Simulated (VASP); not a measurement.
# Cs2SnI6 (Fm-3m) in VASP: further runs, part 2 of 2

VASP 6.6.1.

**3. Relaxation of cell and atoms, PBEsol**

This run uses another cell than the first one, of 43.67 Å³/atom, 1.019 times its volume.

Contents of INCAR:

```
SYSTEM = Cs2SnI6
PREC = Accurate
ENCUT = 500
EDIFF = 1E-7
ISMEAR = 0
SIGMA = 0.1
LREAL = .False.
LASPH = .True.
NELM = 120
ALGO = Normal
ISIF = 3
LWAVE = .False.
LCHARG = .False.
GGA = PS
IBRION = 2
NSW = 100
EDIFFG = -0.005
GGA_COMPAT = .False.
NELMIN = 4
```

Contents of KPOINTS:

```
Automatic mesh
0
Gamma
  6 6 6
  0 0 0
```

Contents of POSCAR:

```
Cs2SnI6
1.0
    0.0000000000      5.8138000000      5.8138000000
    5.8138000000      0.0000000000      5.8138000000
    5.8138000000      5.8138000000      0.0000000000
Cs Sn I
2 1 6
Direct
    0.2500000000      0.2500000000      0.2500000000
    0.7500000000      0.7500000000      0.7500000000
    0.0000000000      0.0000000000      0.0000000000
    0.7546400000      0.2453600000      0.2453600000
    0.2453600000      0.7546400000      0.2453600000
    0.2453600000      0.7546400000      0.7546400000
    0.7546400000      0.2453600000      0.7546400000
    0.2453600000      0.2453600000      0.7546400000
    0.7546400000      0.7546400000      0.2453600000
```

Potentials or basis: VASP PAW PBE potentials, release 64 (Cs_sv, Sn_d, I).

The run is started by

```
$ cat potpaw_PBE.64/Cs_sv/POTCAR potpaw_PBE.64/Sn_d/POTCAR potpaw_PBE.64/I/POTCAR > POTCAR
$ mpirun -np 1 vasp_std > vasp.out
```

Run time: 13 min. Hardware: 1 thread of Intel Xeon 6975P-C (Granite Rapids), shared host; peak memory 0.65 GiB.

The run converged. Its results:

| Property | Result |
| --- | --- |
| Free energy | -24.8805 eV |
| Relaxed volume | 42.91 Å³/atom |
| Relaxed cell | a = 8.174 Å, b = 8.174 Å, c = 8.174 Å, α = 60.00°, β = 60.00°, γ = 60.00° |
| Space group after relaxing (to 0.05 Å) | Fm-3m (No. 225) |
| Energy gained by relaxing | 1.4 meV/atom |
| Ionic steps | 6 |
| Pressure after relaxing | 0.0 GPa |
| Band gap on the k mesh | zero (filled and empty bands touch) |

The path:
| step | energy change (eV) | largest force (eV/Å) | pressure (GPa) | volume (Å³) |
| --- | --- | --- | --- | --- |
| 1 | 0.0000 | 0.1399 | 0.10 | 393.02 |
| 2 | -0.0044 | 0.0715 | -0.08 | 394.55 |
| 3 | -0.0049 | 0.0371 | -0.16 | 395.34 |
| 4 | -0.0078 | 0.0293 | -0.13 | 393.32 |
| 5 | -0.0123 | 0.0035 | -0.02 | 387.28 |
| 6 | -0.0124 | 0.0014 | 0.00 | 386.21 |

Final structure:
```xyz
9
Lattice="0.0000 5.7800 5.7800 5.7800 0.0000 5.7800 5.7800 5.7800 0.0000" Properties=species:S:1:pos:R:3 pbc="T T T"
Cs    2.8900    2.8900    2.8900
Cs    8.6701    8.6701    8.6701
Sn    5.7800    5.7800   11.5601
I     2.8709    5.7800    5.7800
I     5.7800    2.8709    5.7800
I     8.6892    5.7800    5.7800
I     5.7800    8.6892    5.7800
I     5.7800    5.7800    2.8709
I     5.7800    5.7800    8.6892
```

Levels at points of the mesh, in eV from the Fermi level:
| k point | band 34 | band 35 | band 36 | band 37 | band 38 | band 39 | band 40 | band 41 |
| --- | --- | --- | --- | --- | --- | --- | --- | --- |
| (0.00, 0.00, 0.00) | -0.58 | -0.19 | -0.10 | -0.10 | -0.10 | 3.75 | 3.75 | 3.75 |
| (0.50, 0.00, 0.00) | -0.56 | -0.53 | -0.41 | -0.41 | 0.89 | 3.19 | 4.92 | 4.92 |
| (0.50, 0.50, 0.00) | -0.84 | -0.84 | -0.73 | -0.14 | 1.28 | 4.30 | 4.30 | 4.47 |

Caveat: the PAW data sets were made with another functional, which shifts forces and pressure a little; spin-orbit coupling is left out, which moves the levels of the heavy elements.

**4. Single point, PBEsol**

This run uses another cell than the first one, of 42.66 Å³/atom, 0.995 times its volume.

Contents of INCAR:

```
ALGO = Normal
EDIFF = 1E-6
ENCUT = 500
GGA = PS
GGA_COMPAT = False
ISIF = 2
ISMEAR = -1
LASPH = True
LCHARG = True
LELF = True
LREAL = False
LVHAR = True
LWAVE = False
NBANDS = 47
NELM = 120
PREC = Accurate
SIGMA = 0.15
```

Contents of KPOINTS:

```
k-points
0
Gamma
  6 6 6
```

Contents of POSCAR:

```
Cs2SnI6
1.0
    0.0000000000      5.7686198051      5.7686198051
    5.7686198051      0.0000000000      5.7686198051
    5.7686198051      5.7686198051      0.0000000000
Cs Sn I
2 1 6
Direct
    0.2500000000      0.2500000000      0.2500000000
    0.7500000000      0.7500000000      0.7500000000
    0.0000000000      0.0000000000      0.0000000000
    0.7504262843      0.2495737157      0.2495737157
    0.2495737157      0.7504262843      0.2495737157
    0.2495737157      0.7504262843      0.7504262843
    0.7504262843      0.2495737157      0.7504262843
    0.2495737157      0.2495737157      0.7504262843
    0.7504262843      0.7504262843      0.2495737157
```

The run is started by

```
$ cat potpaw_PBE.64/Cs_sv/POTCAR potpaw_PBE.64/Sn_d/POTCAR potpaw_PBE.64/I/POTCAR > POTCAR
$ mpirun -np 1 vasp_std > vasp.out
```

Wall time 2.7 min (1 thread of Intel Xeon 6975P-C (Granite Rapids), shared host); peak memory 0.63 GiB.

The run converged. Its results:

| Quantity | Value |
| --- | --- |
| Free energy | -24.9183 eV |
| Pressure | 0.0 GPa |
| Largest force | 0.004 eV/Å |
| Band gap on the k mesh | zero (filled and empty bands touch) |

Forces on the atoms (eV/Å):
```
Cs   0.000  0.000  0.000
Cs   0.000  0.000  0.000
Sn   0.000  0.000  0.000
I    0.004  0.000  0.000
I    0.000  0.004  0.000
I   -0.004  0.000  0.000
I    0.000 -0.004  0.000
I    0.000  0.000  0.004
I    0.000  0.000 -0.004
```

Levels at points of the mesh, in eV from the Fermi level:
| k point | band 35 | band 36 | band 37 | band 38 | band 39 | band 40 |
| --- | --- | --- | --- | --- | --- | --- |
| (0.00, 0.00, 0.00) | -0.46 | -0.33 | -0.33 | -0.33 | 3.51 | 3.51 |
| (0.50, 0.00, 0.00) | -0.77 | -0.63 | -0.63 | 0.64 | 2.95 | 4.69 |
| (0.50, 0.50, 0.00) | -1.06 | -0.94 | -0.36 | 1.04 | 4.06 | 4.06 |

Caveat: the PAW data sets were made with another functional, which shifts forces and pressure a little; spin-orbit coupling is left out, which moves the levels of the heavy elements.

**5. Relaxation of cell and atoms, PBEsol**

Contents of INCAR:

```
PREC = Accurate
ENCUT = 500
EDIFF = 1E-7
ISMEAR = -1
SIGMA = 0.15
LREAL = False
LASPH = True
NELM = 120
ALGO = Normal
ISIF = 3
LWAVE = False
LCHARG = False
GGA = PS
IBRION = 2
NSW = 80
EDIFFG = -0.001
GGA_COMPAT = False
NELMIN = 4
```

Contents of KPOINTS:

```
Automatic mesh
0
Gamma
  6 6 6
```

Contents of POSCAR:

```
Cs2SnI6
1.0
    0.0000000000      5.7774158378      5.7774158378
    5.7774158378      0.0000000000      5.7774158378
    5.7774158378      5.7774158378      0.0000000000
Cs Sn I
2 1 6
Direct
    0.2500000000      0.2500000000      0.2500000000
    0.7500000000      0.7500000000      0.7500000000
    0.0000000000      0.0000000000      0.0000000000
    0.7516489921      0.2483510079      0.2483510079
    0.2483510079      0.7516489921      0.2483510079
    0.2483510079      0.7516489921      0.7516489921
    0.7516489921      0.2483510079      0.7516489921
    0.2483510079      0.2483510079      0.7516489921
    0.7516489921      0.7516489921      0.2483510079
```

The run is started by

```
$ cat potpaw_PBE.64/Cs_sv/POTCAR potpaw_PBE.64/Sn_d/POTCAR potpaw_PBE.64/I/POTCAR > POTCAR
$ mpirun -np 1 vasp_std > vasp.out
```

Run time: 12 min. Hardware: 1 thread of Intel Xeon 6975P-C (Granite Rapids), shared host; peak memory 0.68 GiB.

It converged, with:

| Property | Result |
| --- | --- |
| Free energy | -24.9185 eV |
| Relaxed volume | 42.71 Å³/atom |
| Relaxed cell | a = 8.162 Å, b = 8.162 Å, c = 8.162 Å, α = 60.00°, β = 60.00°, γ = 60.00° |
| Space group after relaxing (to 0.05 Å) | Fm-3m (No. 225) |
| Energy gained by relaxing | 0.3 meV/atom |
| Ionic steps | 7 |
| Pressure after relaxing | 0.0 GPa |
| Band gap on the k mesh | zero (filled and empty bands touch) |

Step by step:
| step | energy change (eV) | largest force (eV/Å) | pressure (GPa) | volume (Å³) |
| --- | --- | --- | --- | --- |
| 1 | 0.0000 | 0.0678 | 0.10 | 385.68 |
| 2 | -0.0013 | 0.0293 | -0.02 | 387.14 |
| 3 | -0.0013 | 0.0211 | -0.05 | 387.46 |
| 4 | -0.0016 | 0.0178 | -0.04 | 386.97 |
| 5 | -0.0023 | 0.0082 | -0.02 | 385.50 |
| 6 | -0.0020 | 0.0116 | 0.03 | 382.58 |
| 7 | -0.0024 | 0.0010 | 0.00 | 384.41 |

Final structure:
```xyz
9
Lattice="0.0000 5.7711 5.7711 5.7711 0.0000 5.7711 5.7711 5.7711 0.0000" Properties=species:S:1:pos:R:3 pbc="T T T"
Cs    2.8855    2.8855    2.8855
Cs    8.6566    8.6566    8.6566
Sn    0.0000    0.0000    0.0000
I     2.8801    5.7711    5.7711
I     5.7711    2.8801    5.7711
I     8.6620    5.7711    5.7711
I     5.7711    8.6620    5.7711
I     5.7711    5.7711    2.8801
I     5.7711    5.7711    8.6620
```

Levels at points of the mesh, in eV from the Fermi level:
| k point | band 35 | band 36 | band 37 | band 38 | band 39 | band 40 |
| --- | --- | --- | --- | --- | --- | --- |
| (0.00, 0.00, 0.00) | -0.46 | -0.33 | -0.33 | -0.33 | 3.51 | 3.51 |
| (0.50, 0.00, 0.00) | -0.77 | -0.63 | -0.63 | 0.64 | 2.95 | 4.69 |
| (0.50, 0.50, 0.00) | -1.06 | -0.94 | -0.36 | 1.04 | 4.06 | 4.06 |

Caveat: the PAW data sets were made with another functional, which shifts forces and pressure a little; spin-orbit coupling is left out, which moves the levels of the heavy elements.

**6. The runs side by side**

| task | cell | smearing | gap on the mesh (eV) | pressure (GPa) | relaxed volume (Å³/atom) |
| --- | --- | --- | --- | --- | --- |
| single point | a = 8.170 Å, angles 60.0°, 9 atoms | gaussian 0.1 eV | none | 0.0 | - |
| relaxation of cell and atoms | relaxed from a = 8.222 Å, angles 60.0°, 9 atoms | gaussian 0.1 eV | none | 0.0 | 42.91 |
| single point | a = 8.158 Å, angles 60.0°, 9 atoms | fermi-dirac 0.15 eV | none | 0.0 | - |
| relaxation of cell and atoms | relaxed from a = 8.170 Å, angles 60.0°, 9 atoms | fermi-dirac 0.15 eV | none | 0.0 | 42.71 |

Alike in all rows: level PBEsol; potentials or basis VASP PAW PBE potentials, release 64 (Cs_sv, Sn_d, I); no spin polarisation; k mesh 6 × 6 × 6; cutoff (eV) 500.

Caveats: the PAW data sets were made with another functional, which shifts forces and pressure a little; spin-orbit coupling is left out, which moves the levels of the heavy elements.

Total energies depend on the potentials used, so only differences within one code and one set of settings carry meaning.

**7. How close it comes**

Step 2. Against the measured gap of Cs2SnI6, 1.3 eV (optical; powder; “Changes in charge density vs changes in formal oxidation states: The case of Sn halide perovskites and their ordered vacancy analogues”, 2017, arxiv:1705.01565), the calculated 0.00 eV is off by -1.30 eV. So large a miss can be the level of theory's own, or it may mean another phase, state or a wrong row. Spin-orbit coupling on Cs, I, Sn is left out. The value is that of PBEsol on a finite k mesh, which can miss the band edges, without temperature or zero-point motion. Semilocal functionals fall short of measured gaps as a rule.
